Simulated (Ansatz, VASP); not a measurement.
Two plane-wave programs on Pt

```
Pt
1.0
     2.77050    0.00000    0.00000
     0.00000    2.77050    0.00000
     0.00000    0.00000   26.75424
Pt
7
Direct
  0.50000 0.50000 0.28230
  0.00000 0.00000 0.35374
  0.50000 0.50000 0.42666
  0.00000 0.00000 0.50000
  0.50000 0.50000 0.57334
  0.00000 0.00000 0.64626
  0.50000 0.50000 0.71770
```

Alike in both runs: functional PBEsol; k mesh 12 × 12 × 1; occupations gaussian, width 0.1 eV; no spin polarisation.

Ansatz relaxed the structure, and its values are those at the end. VASP's run is a single point on that final structure, the one shown.

|  | VASP | Ansatz |
| --- | --- | --- |
| version | VASP 6.6.1 | Ansatz 0.2.0 |
| potentials or method | VASP PAW PBE potentials, release 64 (Pt), cutoff 520 eV | scalar-relativistic, plane waves, PAW |
| valence electrons in the cell | 70 | 126 |

Ansatz gave:

```
gap on the k mesh at the Fermi level (eV) : none
rms of the force components (eV/Å)        : 0.001
```

Question: What did VASP give for the same quantities?

Answer: gap on the k mesh at the Fermi level (eV): none; rms of the force components (eV/Å): 0.004.

VASP's potentials were made for PBE, not for PBEsol. A gap of «none» marks a metal or a gap that the smearing closes. VASP's potentials hold 70 valence electrons a cell and Ansatz's 126, so a difference there can come from the potentials and not from the codes. Ansatz's warnings: xc potential rough in thin density.

Neither program's run includes spin-orbit coupling.
